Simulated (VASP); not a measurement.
Set up this calculation in VASP 6.6.1, as the native input.

| Item | Value |
| --- | --- |
| Task | single point |
| Functional | PBE |
| Potentials or basis | VASP PAW PBE potentials, release 64 (Pb_d) |
| Cutoff | 500 eV |
| k mesh | 7 × 7 × 7 |
| Occupations | methfessel-paxton, width 0.15 eV |
| Spin | non-collinear spin, zero start, spin-orbit coupling |
| Starting moments | [[0.0, 0.0, 0.0]] μB |
| Dipole correction | no |
| Further INCAR settings | ALGO = Normal; EDIFF = 1e-06; NBANDS = 25 |

The structure of Pb lies in POSCAR:

```
Pb
1.0
    0.0000000000      2.4750200000      2.4750200000
    2.4750200000      0.0000000000      2.4750200000
    2.4750200000      2.4750200000      0.0000000000
Pb
1
Direct
    0.0000000000      0.0000000000      0.0000000000
```

These files were run (other wordings do the same):

INCAR

```
SYSTEM = Pb
  PREC = Accurate
  ENCUT = 500
  EDIFF = 1E-6
  ISMEAR = 1
  SIGMA = 0.15
  LREAL = .FALSE.
  LASPH = .TRUE.
  NELM = 200
  ALGO = Normal
  ISIF = 2
  LWAVE = .FALSE.
  LCHARG = .FALSE.
  MAGMOM = 0 0 0
  LORBIT = 11
  LSORBIT = .TRUE.
  GGA_COMPAT = .FALSE.
  LORBMOM = .TRUE.
  GGA = PE
  NBANDS = 25
```

KPOINTS

```
regular mesh
0
G
  7 7 7
  0 0 0
```

Potentials or basis: VASP PAW PBE potentials, release 64 (Pb_d).

The run is started by

```console
$ cat potpaw_PBE.64/Pb_d/POTCAR > POTCAR
$ mpirun -np 1 vasp_ncl > vasp.out
```

It gave:

- Pressure: 2.8 GPa
- Net moment: 0.00 μB per cell
- Valence electrons inside the program's atomic spheres: Pb 11.97

Run time: 38 s on 1 thread of Intel(R) Xeon(R) Platinum 8488C (Sapphire Rapids) (shared host), peak memory 0.24 GiB.
